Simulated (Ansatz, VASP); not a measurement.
**Two plane-wave programs on W**

File INCAR:

```
SYSTEM = W
ALGO = Normal
EDIFF = 1E-6
ENCUT = 520
GGA = PS
ISIF = 2
ISMEAR = -1
LASPH = .True.
LCHARG = .False.
LREAL = .False.
LWAVE = .False.
NBANDS = 21
NELM = 60
PREC = Accurate
SIGMA = 0.0816
```

The input KPOINTS:

```
k-points
0
Gamma
  8 8 8
  0 0 0
```

POSCAR

```
W
1.0
    3.1843638255      0.0000000000      0.0000000000
    0.0000000000      3.1843638255      0.0000000000
    0.0000000000      0.0000000000      3.1843638255
W
2
Direct
    0.0000000000      0.0000000000      0.0000000000
    0.5000000000      0.5000000000      0.5000000000
```

Input for Ansatz:

```yaml
crystal:
  lattice:
    - [3.1843638255, 0.0, 0.0]
    - [0.0, 3.1843638255, 0.0]
    - [0.0, 0.0, 3.1843638255]
  atoms:
    - { symbol: W, position: [0.0, 0.0, 0.0] }
    - { symbol: W, position: [0.5, 0.5, 0.5] }
kpoints:
  mp_grid: { grid: [8, 8, 8] }
scf:
  occupations: { method: fermi_dirac, width: 0.0816 }
hamiltonian:
  xc: pbesol
  pseudopotentials: { kind: paw }
output:
  forces: true
  stress: true
  eigenvalues: true
  core_levels:
    shells: { W: ["2p"] }
    counted_from: fermi_level
    add_spin: always
```

Alike in both runs: task single point; functional PBEsol; k mesh 8 × 8 × 8; occupations fermi-dirac, width 0.0816 eV; no spin polarisation.

```csv
,VASP,Ansatz
version,VASP 6.6.1,Ansatz 0.2.0
potentials or method,"VASP PAW PBE potentials, release 64 (W_sv)","PAW with Ansatz's default frozen-core files, scalar-relativistic"
plane-wave cutoff (eV),520,420
valence electrons in the cell,28,28
```

|  | VASP | Ansatz | Ansatz less VASP |
| --- | --- | --- | --- |
| pressure (GPa) | -8.1 | -8.6 | -0.53 |

VASP's potentials were made for PBE, not for PBEsol. With one functional, cell and mesh, what is left measures potentials, basis and numerics.

Spin-orbit coupling is off throughout.
